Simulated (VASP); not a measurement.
# AlPt (Pm-3m) in VASP: a series of runs

The runs below take AlPt through single point, with r2SCAN.

All numbers are computed with VASP 6.6.1; they aren't measurements. Logs are shortened: lines on timing, memory, paths and dates and some standing lists are left out, and cuts for length are marked.

## 1. The cell of the first run

Symmetry: Pm-3m, No. 221, cubic system. The conventional cell has a = 3.132 Å, b = 3.132 Å, c = 3.132 Å, α = 90.00°, β = 90.00°, γ = 90.00°. Al (site symmetry m-3m) has 8 Pt at 2.71 Å and 6 Al at 3.13 Å within 3.6 Å. Pt (site symmetry m-3m) has 8 Al at 2.71 Å and 6 Pt at 3.13 Å within 3.6 Å.

## 2. Single point, r2SCAN

File POSCAR:

```
AlPt
1.0
    3.1322289022      0.0000000000      0.0000000000
    0.0000000000      3.1322289022      0.0000000000
    0.0000000000      0.0000000000      3.1322289022
Al Pt
1 1
Direct
    0.0000000000      0.0000000000      0.0000000000
    0.5000000000      0.5000000000      0.5000000000
```

File INCAR.step1:

```
SYSTEM = AlPt
  ALGO = Normal
  EDIFF = 1E-4
  ENCUT = 520
  GGA = PE
  ISMEAR = 1
  LASPH = .True.
  LCHARG = .False.
  LREAL = .False.
  LWAVE = .True.
  NBANDS = 14
  NELM = 80
  PREC = Accurate
  SIGMA = 0.1
```

File INCAR.step2:

```
SYSTEM = AlPt
  ALGO = Normal
  EDIFF = 1E-7
  ENCUT = 520
  ISIF = 2
  ISMEAR = 1
  ISTART = 1
  LASPH = .True.
  LCHARG = .True.
  LELF = .True.
  LMIXTAU = .True.
  LREAL = .False.
  LVHAR = .True.
  LWAVE = .False.
  METAGGA = R2SCAN
  NBANDS = 14
  NELM = 80
  PREC = Accurate
  SIGMA = 0.1
```

File KPOINTS:

```
k-points
0
Gamma
  9 9 9
  0 0 0
```

Potentials or basis: VASP PAW PBE potentials, release 64 (Al, Pt).

Started as:

```sh
> cat potpaw_PBE.64/Al/POTCAR potpaw_PBE.64/Pt/POTCAR > POTCAR
> cp INCAR.step1 INCAR
> mpirun -np 1 vasp_std > vasp.out
> cp INCAR.step2 INCAR
> mpirun -np 1 vasp_std > vasp.out
```

OUTCAR:

```text
SYSTEM = AlPt
   EDIFF = 1E-7
   ENCUT = 520
   ISIF = 2
   ISMEAR = 1
   ISTART = 1
   LASPH = .True.
   LREAL = .False.
   METAGGA = R2SCAN
   NELM = 80
   PREC = Accurate

 ion  position               nearest neighbor table
   1  0.000  0.000  0.000-   2 2.71   2 2.71   2 2.71   2 2.71   2 2.71   2 2.71   2 2.71   2 2.71

   2  0.500  0.500  0.500-   1 2.71   1 2.71   1 2.71   1 2.71   1 2.71   1 2.71   1 2.71   1 2.71

  LATTYP: Found a simple cubic cell.
 ALAT       =     3.1322289022

  Lattice vectors:

 A1 = (   3.1322289022,   0.0000000000,   0.0000000000)
 A2 = (   0.0000000000,   3.1322289022,   0.0000000000)
 A3 = (   0.0000000000,   0.0000000000,   3.1322289022)

Analysis of symmetry for initial positions (statically):
=====================================================================
 Subroutine PRICEL returns:
 Original cell was already a primitive cell.

 Routine SETGRP: Setting up the symmetry group for a
 simple cubic supercell.

 Subroutine GETGRP returns: Found 48 space group operations
[... 9 lines left out ...]

 Routine SETGRP: Setting up the symmetry group for a
 simple cubic supercell.

 Subroutine GETGRP returns: Found 48 space group operations
[... 11 lines left out ...]
                                     Primitive cell

  volume of cell :      30.7299

  direct lattice vectors                    reciprocal lattice vectors
     3.132228902  0.000000000  0.000000000     0.319261469  0.000000000  0.000000000
     0.000000000  3.132228902  0.000000000     0.000000000  0.319261469  0.000000000
     0.000000000  0.000000000  3.132228902     0.000000000  0.000000000  0.319261469

  length of vectors
     3.132228902  3.132228902  3.132228902     0.319261469  0.319261469  0.319261469

  position of ions in fractional coordinates (direct lattice)
     0.000000000  0.000000000  0.000000000
     0.500000000  0.500000000  0.500000000

  ion indices of the primitive-cell ions
   primitive index   ion index
                 1           1
                 2           2

----------------------------------------------------------------------------------------

 KPOINTS: k-points

Automatic generation of k-mesh.
 Grid dimensions read from file:
 generate k-points for:    9    9    9

 Generating k-lattice:

  Cartesian coordinates                     Fractional coordinates (reciprocal lattice)
     0.035473497  0.000000000  0.000000000     0.111111111  0.000000000  0.000000000
     0.000000000  0.035473497  0.000000000     0.000000000  0.111111111  0.000000000
     0.000000000  0.000000000  0.035473497     0.000000000  0.000000000  0.111111111

  Length of vectors
     0.035473497  0.035473497  0.035473497

  Shift w.r.t. Gamma in fractional coordinates (k-lattice)
     0.000000000  0.000000000  0.000000000

 Subroutine IBZKPT returns following result:
 ===========================================

 Found     35 irreducible k-points:

 Following reciprocal coordinates:
            Coordinates               Weight
  0.000000  0.000000  0.000000      1.000000
  0.111111  0.000000  0.000000      6.000000
  0.222222  0.000000  0.000000      6.000000
  0.333333  0.000000  0.000000      6.000000
  0.444444  0.000000  0.000000      6.000000
  0.111111  0.111111  0.000000     12.000000
[... 16 lines left out ...]
  0.333333  0.333333  0.111111     24.000000
  0.444444  0.333333  0.111111     48.000000
 [... further k-points ...]
   k-points           NKPTS =     35   k-points in BZ     NKDIM =     35   number of bands    NBANDS=     14
   number of dos      NEDOS =    301   number of ions     NIONS =      2
   total plane-waves  NPLWV =  13824
   dimension x,y,z NGX =    24 NGY =   24 NGZ =   24
   dimension x,y,z NGXF=    48 NGYF=   48 NGZF=   48
   ions per type =               1   1
   NGX,Y,Z   is equivalent  to a cutoff of  12.74, 12.74, 12.74 a.u.
   NGXF,Y,Z  is equivalent  to a cutoff of  25.48, 25.48, 25.48 a.u.
 SYSTEM =  AlPt
   PREC   = accura    normal or accurate (medium, high low for compatibility)
   ISTART =      1    job   : 0-new  1-cont  2-samecut
   ICHARG =      0    charge: 1-file 2-atom 10-const
   ISPIN  =      1    spin polarized calculation?
   LNONCOLLINEAR =      F non collinear calculations
   LSORBIT =      F    spin-orbit coupling
   LASPH  =      T    aspherical Exc in radial PAW
   ENCUT  =  520.0 eV  38.22 Ry    6.18 a.u.   5.82  5.82  5.82*2*pi/ulx,y,z
   NELM   =     80;   NELMIN=  2; NELMDL=  0     # of ELM steps
   EDIFF  = 0.1E-06   stopping-criterion for ELM
   LREAL  =      F    real-space projection
   EDIFFG = 0.1E-05   stopping-criterion for IOM
   NSW    =      0    number of steps for IOM
   IBRION =     -1    ionic relax: 0-MD 1-quasi-New 2-CG
   NFREE  =      0    steps in history (QN), initial steepest desc. (CG)
   ISIF   =      2    stress and relaxation
   ISYM   =      2    0-nonsym 1-usesym 2-fastsym
   POTIM  = 0.5000    time-step for ionic-motion
   TEBEG  =    0.0;   TEEND  =   0.0 temperature during run
   PSTRESS=    0.0 pullay stress
   NELECT =      13.0000    total number of electrons
   NUPDOWN=      -1.0000    fix difference up-down
   EMIN   =  10.00;   EMAX   =-10.00  energy-range for DOS
   EFERMI =   0.00;   METHOD = LEGACY
   ISMEAR =     1;   SIGMA  =   0.10  broadening in eV -4-tet -1-fermi 0-gaus
   EFERMI_NEDOS =   21; number of points for ismear=-14 and -15
   IALGO  =     38    algorithm
   IMIX   =      4    mixing-type and parameters
     AMIX     =   0.40;   BMIX     =  1.00
     AMIX_MAG =   1.60;   BMIX_MAG =  1.00
  volume/ion in A,a.u.               =      15.36       103.69
  Fermi-wavevector in a.u.,A,eV,Ry     =   1.228954  2.322387 20.549274  1.510329
  Thomas-Fermi vector in A             =   2.363860
   LORBIT       =      0    0 simple, 1 ext, 2 COOP (PROOUT), +10 PAW based schemes
   METAGGA = R2SCAN    functional components
   LHFCALC =     F    Hartree Fock is set to
   AEXX    =    0.0000 exact exchange contribution
   IVDW    =     0    specifies the selected vdW correction
   LEPSILON=     F    determine dielectric tensor
   LRPA    =     F    only Hartree local field effects (RPA)
 non-spin polarized calculation
 Methfessel and Paxton  Order N= 1 SIGMA  =   0.10
  energy-cutoff  :      520.00
  volume of cell :       30.73
 maximum number of plane-waves:       849
 NGX is ok and might be reduce to    24
   NGX = 11   NGY = 11   NGZ = 11

 number of electron      13.0000002 magnetization

 Free energy of the ion-electron system (eV)
  ---------------------------------------------------
  ext. energy  EPLUGINS =         0.00000000
  ---------------------------------------------------
  free energy    TOTEN  =       -60.15521425 eV

  energy without entropy =      -60.15521547  energy(sigma->0) =      -60.15521466

 E-fermi :   9.9676     XC(G=0): -12.9168

 val. band max:        9.9581634939   @ k =   0.3333   0.1111   0.1111
 cond. band min:      10.0660635558   @ k =   0.3333   0.3333   0.0000
 fundamental gap:      0.1079000619
 Fermi energy:         9.9675815673

 k-point     1 :       0.0000    0.0000    0.0000
  band No.  band energies     occupation
      1      -1.7170      2.00000
      2       4.5061      2.00000
      3       4.5061      2.00000
      4       7.3995      2.00000
      5       7.3995      2.00000
      6       7.3995      2.00000
      7      14.1507      0.00000
      8      14.1507      0.00000
      9      14.1507      0.00000
     10      19.3373      0.00000
     11      19.3373      0.00000
     12      20.1039      0.00000
     13      28.6377      0.00000
     14      28.6377      0.00000

 k-point     2 :       0.1111    0.0000    0.0000
  band No.  band energies     occupation
      1      -1.4869      2.00000
      2       4.5693      2.00000
      3       4.5757      2.00000
      4       7.1920      2.00000
      5       7.1920      2.00000
      6       7.4211      2.00000
      7      12.8853      0.00000
      8      14.5559      0.00000
      9      14.5559      0.00000
     10      18.9557      0.00000
     11      19.7400      0.00000
     12      21.4382      0.00000
     13      27.3591      0.00000
     14      27.3591      0.00000

 k-point     3 :       0.2222    0.0000    0.0000
  band No.  band energies     occupation
      1      -0.8168      2.00000
      2       4.6455      2.00000
      3       4.7361      2.00000
      4       6.7331      2.00000
      5       6.7331      2.00000
      6       7.4764      2.00000
      7      10.9044     -0.00000
      8      15.6074      0.00000
      9      15.6074      0.00000
     10      18.0750      0.00000
     11      20.0620      0.00000
     12      24.4734      0.00000
     13      25.1407      0.00000
     14      25.1407      0.00000

 k-point     4 :       0.3333    0.0000    0.0000
  band No.  band energies     occupation
      1       0.2277      2.00000
      2       4.2849      2.00000
      3       4.9388      2.00000
      4       6.2912      2.00000
      5       6.2912      2.00000
      6       7.5403      2.00000
      7       9.5574      2.00000
      8      17.0312      0.00000
      9      17.0312      0.00000
     10      17.1763      0.00000
     11      20.5273      0.00000
     12      22.9515      0.00000
     13      22.9515      0.00000
     14      24.8260      0.00000

 k-point     5 :       0.4444    0.0000    0.0000
  band No.  band energies     occupation
      1       1.4713      2.00000
      2       3.2820      2.00000
      3       5.0798      2.00000
      4       6.0348      2.00000
      5       6.0348      2.00000
      6       7.5828      2.00000
      7       9.1130      2.00000
      8      16.6295      0.00000
      9      18.5626      0.00000
     10      18.5626      0.00000
     11      21.0527      0.00000
[... 276 lines left out ...]
 k-point    22 :       0.4444    0.2222    0.1111
  band No.  band energies     occupation
      1       2.3127      2.00000
      2       3.4712      2.00000
      3       5.4073      2.00000
      4       5.6837      2.00000
      5       6.8040      2.00000
      6       6.9828      2.00000
      7       9.2912      2.00000
      8      14.6902      0.00000
      9      16.1451      0.00000
     10      17.4420      0.00000
     11      19.3958      0.00000
     12      22.1314      0.00000
     13      24.2927      0.00000
     14      26.1807      0.00000

 k-point    23 :       0.3333    0.3333    0.1111
  band No.  band energies     occupation
      1       1.9330      2.00000
      2       4.1976      2.00000
      3       5.5122      2.00000
      4       5.9421      2.00000
      5       6.5869      2.00000
      6       6.7376      2.00000
      7      10.4604     -0.00000
      8      12.2303      0.00000
      9      16.0883      0.00000
     10      17.1888      0.00000
     11      21.2325      0.00000
     12      22.5547      0.00000
     13      22.7371      0.00000
     14      27.4116      0.00000

 k-point    24 :       0.4444    0.3333    0.1111
  band No.  band energies     occupation
      1       2.5466      2.00000
      2       3.9892      2.00000
      3       5.4411      2.00000
      4       5.8699      2.00000
      5       6.7432      2.00000
      6       7.3550      2.00000
      7       9.3600      2.00000
      8      12.7122      0.00000
      9      14.6240      0.00000
     10      17.7807      0.00000
     11      20.6484      0.00000
     12      21.8101      0.00000
     13      24.2381      0.00000
     14      26.2927      0.00000

 [... further k-points ...]
[... 5 lines left out ...]
  --------------------------------------------------------------------------------------
  -------------------------------------------------------------------------------------
  Total       -2.2156634     -2.2156634     -2.2156634     -0.0000000     -0.0000000      0.0000000
  in kB     -115.5191223   -115.5191223   -115.5191223     -0.0000000     -0.0000000      0.0000000
  external PRESSURE =    -115.5191223 kB  Pullay stress =       0.0000000 kB

 VOLUME and BASIS-vectors are now :
 -----------------------------------------------------------------------------
  energy-cutoff  :      520.00
  volume of cell :       30.73
      direct lattice vectors                 reciprocal lattice vectors
     3.132228902  0.000000000  0.000000000     0.319261469  0.000000000  0.000000000
     0.000000000  3.132228902  0.000000000     0.000000000  0.319261469  0.000000000
     0.000000000  0.000000000  3.132228902     0.000000000  0.000000000  0.319261469

 POSITION                                       TOTAL-FORCE (eV/Angst)
 -----------------------------------------------------------------------------------
      0.00000      0.00000      0.00000         0.000000      0.000000      0.000000
      1.56611      1.56611      1.56611         0.000000      0.000000      0.000000
 -----------------------------------------------------------------------------------
    total drift:                                0.000000     -0.000000     -0.000000

  FREE ENERGIE OF THE ION-ELECTRON SYSTEM (eV)
  ---------------------------------------------------
  free  energy   TOTEN  =       -60.1552142516 eV

  energy  without entropy=      -60.1552154729  energy(sigma->0) =      -60.15521466
```

It took 47 s on 1 thread of Intel Xeon Platinum 8175M at 2.50GHz (Skylake/Cascade Lake), shared host; peak memory 0.15 GiB.

What came out:

```
Free energy : -60.1552 eV
Pressure    : -11.6 GPa
```

Caveat: the PAW data sets were made with another functional, which shifts forces and pressure a little; spin-orbit coupling is left out, which moves the levels of the heavy elements.

(Continued in part 2 of 2.)
